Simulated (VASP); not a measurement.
A run of VASP 6.6.1 is set up as follows.

Contents of INCAR:

```
PREC = Accurate
ENCUT = 520
EDIFF = 1E-6
ISMEAR = 0
SIGMA = 0.05
LREAL = Auto
LASPH = True
NELM = 60
ALGO = Normal
ISIF = 2
LWAVE = False
LCHARG = False
LDIPOL = True
IDIPOL = 3
DIPOL = 0.5 0.5 0.441
GGA = PE
IVDW = 12
NBANDS = 73
```

The input KPOINTS:

```
Automatic mesh
0
Gamma
  3 3 1
```

The input POSCAR:

```
Si6HC7
1.0
    6.1499993378      0.0000000000      0.0000000000
   -3.0749996689      5.3260556598      0.0000000000
    0.0000000000      0.0000000000     26.9712351110
C Si H
14 12 2
Direct
    0.5000000000      0.0000000000      0.2966122970
    0.5000000000      0.5000000000      0.2966122970
    0.0000000000      0.0000000000      0.2966122970
    0.0000000000      0.5000000000      0.2966122970
    0.6666666667      0.8333333333      0.3897013493
    0.6666666667      0.3333333333      0.3897013493
    0.1666666667      0.8333333333      0.3897013493
    0.1666666667      0.3333333333      0.3897013493
    0.8360209322      0.6720418645      0.4847856654
    0.8360209322      0.1639790678      0.4847856654
    0.3333333333      0.6666666667      0.4850498703
    0.3279581355      0.1639790678      0.4847856654
    0.0000000000      0.0000000000      0.7021056938
    0.0000000000      0.0000000000      0.6573322247
    0.1666666667      0.8333333333      0.3198845601
    0.1666666667      0.3333333333      0.3198845601
    0.6666666667      0.8333333333      0.3198845601
    0.6666666667      0.3333333333      0.3198845601
    0.3333333333      0.6666666667      0.4105496843
    0.3331976023      0.1665988012      0.4115689822
    0.8334011988      0.6668023977      0.4115689822
    0.8334011988      0.1665988012      0.4115689822
    0.5015051693      0.4984948307      0.4981639120
    0.5015051693      0.0030103386      0.4981639120
   -0.0030103386      0.4984948307      0.4981639120
    0.0000000000      0.0000000000      0.5147391757
    0.0000000000      0.0000000000      0.7417810100
    0.0000000000      0.0000000000      0.6172968576
```

Potentials or basis: VASP PAW PBE potentials, release 64 (C, Si, H).

Launch:

```bash
$ cat potpaw_PBE.64/C/POTCAR potpaw_PBE.64/Si/POTCAR potpaw_PBE.64/H/POTCAR > POTCAR
$ mpirun -np 1 vasp_std > vasp.out
```

(1) What does it give for the largest force?

(2) Predict the dispersion energy per atom.

## Answers

(1) 3.192 eV/Å.

(2) -0.203 eV.

Caveat: the k points lie up to 0.39 Å⁻¹ apart.
